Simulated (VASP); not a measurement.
# Ge (Cmcm) in VASP: single point with r2SCAN

Aim: the single point of Ge with r2SCAN.

All numbers are computed with VASP 6.6.1; they aren't measurements. Logs are shortened: lines on timing, memory, paths and dates and some standing lists are left out, and cuts for length are marked.

## (1) The cell of the first run

It takes space group Cmcm (No. 63, orthorhombic). Conventional cell: a = 2.801 Å, b = 4.883 Å, c = 5.339 Å, α = 90.00°, β = 90.00°, γ = 90.00°. Within 3.7 Å of Ge (site symmetry m2m) lie 12 Ge at 2.80 to 3.13 Å.

This isn't the form of Ge at room conditions, which is diamond.

## (2) Single point, r2SCAN

File POSCAR:

```
Ge
1.0
    1.4003114153     -2.4416964068      0.0000000000
    1.4003114153      2.4416964068      0.0000000000
    0.0000000000      0.0000000000      5.3386055621
Ge
2
Direct
    0.6665533700      0.3334466300      0.2500000000
    0.3334466300      0.6665533700      0.7500000000
```

File INCAR.step1:

```
ALGO     = Normal         # electronic algorithm
EDIFF    = 1E-4           # SCF threshold, eV
ENCUT    = 520            # plane-wave cutoff, eV
GGA      = PE             # functional
ISMEAR   = 0              # smearing method
LASPH    = T              # aspherical terms in the spheres
LCHARG   = F              # write CHGCAR
LREAL    = F              # projectors in reciprocal space
LWAVE    = T              # write WAVECAR
NBANDS   = 21             # bands
NELM     = 60             # most SCF steps
PREC     = Accurate       # precision mode
SIGMA    = 0.15           # smearing width, eV
```

File INCAR.step2:

```
ALGO     = Normal         # electronic algorithm
EDIFF    = 1E-6           # SCF threshold, eV
ENCUT    = 520            # plane-wave cutoff, eV
ISIF     = 2              # what is computed and relaxed
ISMEAR   = 0              # smearing method
ISTART   = 1            
LASPH    = T              # aspherical terms in the spheres
LCHARG   = F              # write CHGCAR
LMIXTAU  = T            
LREAL    = F              # projectors in reciprocal space
LWAVE    = F              # write WAVECAR
METAGGA  = R2SCAN         # meta-GGA
NBANDS   = 21             # bands
NELM     = 60             # most SCF steps
PREC     = Accurate       # precision mode
SIGMA    = 0.15           # smearing width, eV
```

File KPOINTS:

```
k-points
0
Gamma
  20 20 12
```

Potentials or basis: VASP PAW PBE potentials, release 64 (Ge_d).

Command:

```
$ cat potpaw_PBE.64/Ge_d/POTCAR > POTCAR
$ cp INCAR.step1 INCAR
$ mpirun -np 1 vasp_std > vasp.out
$ cp INCAR.step2 INCAR
$ mpirun -np 1 vasp_std > vasp.out
```

OUTCAR:

```text
EDIFF = 1E-6
   ENCUT = 520
   ISIF = 2
   ISMEAR = 0
   ISTART = 1
   LASPH = T
   LREAL = F
   METAGGA = R2SCAN
   NELM = 60
   PREC = Accurate

 ion  position               nearest neighbor table
   1  0.667  0.333  0.250-
   2  0.333  0.667  0.750-

  LATTYP: Found a base centered orthorhombic cell.
 ALAT       =     2.8006228306
 B/A-ratio  =     1.7436809985
 C/A-ratio  =     1.9062208248

  Lattice vectors:

 A1 = (   1.4003114153,  -2.4416964068,   0.0000000000)
 A2 = (   1.4003114153,   2.4416964068,   0.0000000000)
 A3 = (   0.0000000000,   0.0000000000,   5.3386055621)

Analysis of symmetry for initial positions (statically):
=====================================================================
 Subroutine PRICEL returns:
 Original cell was already a primitive cell.

 Routine SETGRP: Setting up the symmetry group for a
 base centered orthorhombic supercell.

 Subroutine GETGRP returns: Found  8 space group operations
 (whereof  4 operations were pure point group operations)
 out of a pool of  8 trial point group operations.

The static configuration has the point symmetry C_2h.
 The point group associated with its full space group is D_2h.

Analysis of symmetry for dynamics (positions and initial velocities):
=====================================================================
 Subroutine PRICEL returns:
 Original cell was already a primitive cell.

 Routine SETGRP: Setting up the symmetry group for a
 base centered orthorhombic supercell.

 Subroutine GETGRP returns: Found  8 space group operations
 (whereof  4 operations were pure point group operations)
 out of a pool of  8 trial point group operations.

The dynamic configuration has the point symmetry C_2h.
 The point group associated with its full space group is D_2h.

 Subroutine INISYM returns: Found  8 space group operations
 (whereof  4 operations are pure point group operations),
 and found     1 'primitive' translations

----------------------------------------------------------------------------------------

                                     Primitive cell

  volume of cell :      36.5068

  direct lattice vectors                    reciprocal lattice vectors
     1.400311415 -2.441696407  0.000000000     0.357063432 -0.204775663  0.000000000
     1.400311415  2.441696407  0.000000000     0.357063432  0.204775663  0.000000000
     0.000000000  0.000000000  5.338605562     0.000000000  0.000000000  0.187314831

  length of vectors
     2.814738603  2.814738603  5.338605562     0.411615557  0.411615557  0.187314831

  position of ions in fractional coordinates (direct lattice)
     0.666553370  0.333446630  0.250000000
     0.333446630  0.666553370  0.750000000

  ion indices of the primitive-cell ions
   primitive index   ion index
                 1           1
                 2           2

----------------------------------------------------------------------------------------

 KPOINTS: k-points

Automatic generation of k-mesh.
 Grid dimensions read from file:
 generate k-points for:   20   20   12

 Generating k-lattice:

  Cartesian coordinates                     Fractional coordinates (reciprocal lattice)
     0.017853172 -0.010238783  0.000000000     0.050000000  0.000000000  0.000000000
     0.017853172  0.010238783  0.000000000     0.000000000  0.050000000  0.000000000
     0.000000000  0.000000000  0.015609569     0.000000000  0.000000000  0.083333333

  Length of vectors
     0.020580778  0.020580778  0.015609569

  Shift w.r.t. Gamma in fractional coordinates (k-lattice)
     0.000000000  0.000000000  0.000000000

 Subroutine IBZKPT returns following result:
 ===========================================

 Found    777 irreducible k-points:

 Following reciprocal coordinates:
            Coordinates               Weight
  0.000000  0.000000  0.000000      1.000000
  0.050000  0.000000  0.000000      4.000000
  0.100000  0.000000  0.000000      4.000000
  0.150000  0.000000  0.000000      4.000000
  0.200000  0.000000  0.000000      4.000000
  0.250000  0.000000  0.000000      4.000000
[... 16 lines left out ...]
 -0.400000  0.050000  0.000000      4.000000
 -0.350000  0.050000  0.000000      4.000000
 [... further k-points ...]
   k-points           NKPTS =    777   k-points in BZ     NKDIM =    777   number of bands    NBANDS=     21
   number of dos      NEDOS =    301   number of ions     NIONS =      2
   total plane-waves  NPLWV =  23040
   dimension x,y,z NGX =    24 NGY =   24 NGZ =   40
   dimension x,y,z NGXF=    48 NGYF=   48 NGZF=   80
   ions per type =               2
   NGX,Y,Z   is equivalent  to a cutoff of  14.18, 14.18, 12.46 a.u.
   NGXF,Y,Z  is equivalent  to a cutoff of  28.35, 28.35, 24.91 a.u.
 SYSTEM =  unknown system
   PREC   = accura    normal or accurate (medium, high low for compatibility)
   ISTART =      1    job   : 0-new  1-cont  2-samecut
   ICHARG =      0    charge: 1-file 2-atom 10-const
   ISPIN  =      1    spin polarized calculation?
   LNONCOLLINEAR =      F non collinear calculations
   LSORBIT =      F    spin-orbit coupling
   LASPH  =      T    aspherical Exc in radial PAW
   ENCUT  =  520.0 eV  38.22 Ry    6.18 a.u.   5.23  5.23  9.93*2*pi/ulx,y,z
   NELM   =     60;   NELMIN=  2; NELMDL=  0     # of ELM steps
   EDIFF  = 0.1E-05   stopping-criterion for ELM
   LREAL  =      F    real-space projection
   EDIFFG = 0.1E-04   stopping-criterion for IOM
   NSW    =      0    number of steps for IOM
   IBRION =     -1    ionic relax: 0-MD 1-quasi-New 2-CG
   NFREE  =      0    steps in history (QN), initial steepest desc. (CG)
   ISIF   =      2    stress and relaxation
   ISYM   =      2    0-nonsym 1-usesym 2-fastsym
   POTIM  = 0.5000    time-step for ionic-motion
   TEBEG  =    0.0;   TEEND  =   0.0 temperature during run
   PSTRESS=    0.0 pullay stress
   NELECT =      28.0000    total number of electrons
   NUPDOWN=      -1.0000    fix difference up-down
   EMIN   =  10.00;   EMAX   =-10.00  energy-range for DOS
   EFERMI =   0.00;   METHOD = LEGACY
   ISMEAR =     0;   SIGMA  =   0.15  broadening in eV -4-tet -1-fermi 0-gaus
   EFERMI_NEDOS =   21; number of points for ismear=-14 and -15
   IALGO  =     38    algorithm
   IMIX   =      4    mixing-type and parameters
     AMIX     =   0.40;   BMIX     =  1.00
     AMIX_MAG =   1.60;   BMIX_MAG =  1.00
  volume/ion in A,a.u.               =      18.25       123.18
  Fermi-wavevector in a.u.,A,eV,Ry     =   1.498544  2.831837 30.553703  2.245634
  Thomas-Fermi vector in A             =   2.610289
   LORBIT       =      0    0 simple, 1 ext, 2 COOP (PROOUT), +10 PAW based schemes
   METAGGA = R2SCAN    functional components
   LHFCALC =     F    Hartree Fock is set to
   AEXX    =    0.0000 exact exchange contribution
   IVDW    =     0    specifies the selected vdW correction
   LEPSILON=     F    determine dielectric tensor
   LRPA    =     F    only Hartree local field effects (RPA)
 non-spin polarized calculation
 Gauss-broadening in eV      SIGMA  =   0.15
  energy-cutoff  :      520.00
  volume of cell :       36.51
 maximum number of plane-waves:       996
 NGX is ok and might be reduce to    24
   NGX = 11   NGY = 11   NGZ = 19

 number of electron      27.9999976 magnetization

 Free energy of the ion-electron system (eV)
  ---------------------------------------------------
  ext. energy  EPLUGINS =         0.00000000
  ---------------------------------------------------
  free energy    TOTEN  =       -26.54686862 eV

  energy without entropy =      -26.53886744  energy(sigma->0) =      -26.54286803

 E-fermi :   7.0653     XC(G=0): -12.6302

 val. band max:        7.0489008881   @ k =  -0.3500   0.3500   0.2500
 cond. band min:       7.0698173669   @ k =   0.4500   0.2500   0.0833
 fundamental gap:      0.0209164788
 Fermi energy:         7.0652821149

 k-point     1 :       0.0000    0.0000    0.0000
  band No.  band energies     occupation
      1     -18.5225      2.00000
      2     -18.5063      2.00000
      3     -18.4880      2.00000
      4     -18.4835      2.00000
      5     -18.4817      2.00000
      6     -18.4773      2.00000
[... 13 lines left out ...]
     20      22.4129      0.00000
     21      23.3099      0.00000

 k-point     2 :       0.0500    0.0000    0.0000
  band No.  band energies     occupation
      1     -18.5202      2.00000
      2     -18.5040      2.00000
      3     -18.4860      2.00000
      4     -18.4815      2.00000
      5     -18.4804      2.00000
      6     -18.4761      2.00000
[... 13 lines left out ...]
     20      21.9526      0.00000
     21      22.8741      0.00000

 k-point     3 :       0.1000    0.0000    0.0000
  band No.  band energies     occupation
      1     -18.5148      2.00000
      2     -18.5002      2.00000
      3     -18.4845      2.00000
      4     -18.4790      2.00000
      5     -18.4709      2.00000
      6     -18.4668      2.00000
[... 13 lines left out ...]
     20      20.4959      0.00000
     21      23.0874      0.00000

 k-point     4 :       0.1500    0.0000    0.0000
  band No.  band energies     occupation
      1     -18.5139      2.00000
      2     -18.4982      2.00000
      3     -18.4833      2.00000
      4     -18.4674      2.00000
      5     -18.4537      2.00000
      6     -18.4499      2.00000
[... 13 lines left out ...]
     20      19.4519      0.00000
     21      21.1606      0.00000

 k-point     5 :       0.2000    0.0000    0.0000
  band No.  band energies     occupation
      1     -18.5212      2.00000
      2     -18.5015      2.00000
      3     -18.4725      2.00000
      4     -18.4489      2.00000
      5     -18.4341      2.00000
      6     -18.4318      2.00000
[... 13 lines left out ...]
     20      19.4114      0.00000
     21      19.4322      0.00000
[... 382 lines left out ...]
     20      18.1482      0.00000
     21      20.9293      0.00000

 k-point    22 :      -0.4500    0.0500    0.0000
  band No.  band energies     occupation
      1     -18.5597      2.00000
      2     -18.5298      2.00000
      3     -18.4919      2.00000
      4     -18.4500      2.00000
      5     -18.4358      2.00000
      6     -18.4059      2.00000
[... 13 lines left out ...]
     20      18.0110      0.00000
     21      20.9928      0.00000

 k-point    23 :      -0.4000    0.0500    0.0000
  band No.  band energies     occupation
      1     -18.5531      2.00000
      2     -18.5246      2.00000
      3     -18.4828      2.00000
      4     -18.4444      2.00000
      5     -18.4321      2.00000
      6     -18.4171      2.00000
[... 13 lines left out ...]
     20      17.7734      0.00000
     21      20.9163      0.00000

 k-point    24 :      -0.3500    0.0500    0.0000
  band No.  band energies     occupation
      1     -18.5440      2.00000
      2     -18.5175      2.00000
      3     -18.4703      2.00000
      4     -18.4373      2.00000
      5     -18.4327      2.00000
      6     -18.4263      2.00000
[... 13 lines left out ...]
     20      17.5960      0.00000
     21      20.7485      0.00000

 [... further k-points ...]
[... 5 lines left out ...]
  --------------------------------------------------------------------------------------
  -------------------------------------------------------------------------------------
  Total        1.3464680      1.2698213     -0.3635409      0.0000000      0.0000000      0.0000000
  in kB       59.0925178     55.7287218    -15.9547391      0.0000000      0.0000000      0.0000000
  external PRESSURE =      32.9555002 kB  Pullay stress =       0.0000000 kB

 VOLUME and BASIS-vectors are now :
 -----------------------------------------------------------------------------
  energy-cutoff  :      520.00
  volume of cell :       36.51
      direct lattice vectors                 reciprocal lattice vectors
     1.400311415 -2.441696407  0.000000000     0.357063432 -0.204775663  0.000000000
     1.400311415  2.441696407  0.000000000     0.357063432  0.204775663  0.000000000
     0.000000000  0.000000000  5.338605562     0.000000000  0.000000000  0.187314831

 POSITION                                       TOTAL-FORCE (eV/Angst)
 -----------------------------------------------------------------------------------
      1.40031     -0.81335      1.33465         0.000000     -0.001544     -0.000000
      1.40031      0.81335      4.00395         0.000000      0.001544      0.000000
 -----------------------------------------------------------------------------------
    total drift:                                0.000000     -0.000000      0.000000

  FREE ENERGIE OF THE ION-ELECTRON SYSTEM (eV)
  ---------------------------------------------------
  free  energy   TOTEN  =       -26.5468686231 eV

  energy  without entropy=      -26.5388674410  energy(sigma->0) =      -26.54286803
```

Run time: 9 min. Hardware: 1 thread of Intel Xeon 6975P-C (Granite Rapids), shared host; peak memory 0.54 GiB.

Results:

```
Free energy            : -26.5469 eV
Pressure               : 3.3 GPa
Band gap on the k mesh : zero (bands 14 and 15 overlap by 9.30 eV)
```

Caveat: the stress differs along the axes, from -2 to 6 GPa; the PAW data sets were made with another functional, which shifts forces and pressure a little.

The gap in the log of VASP goes by the Fermi energy; the results here count the filled bands.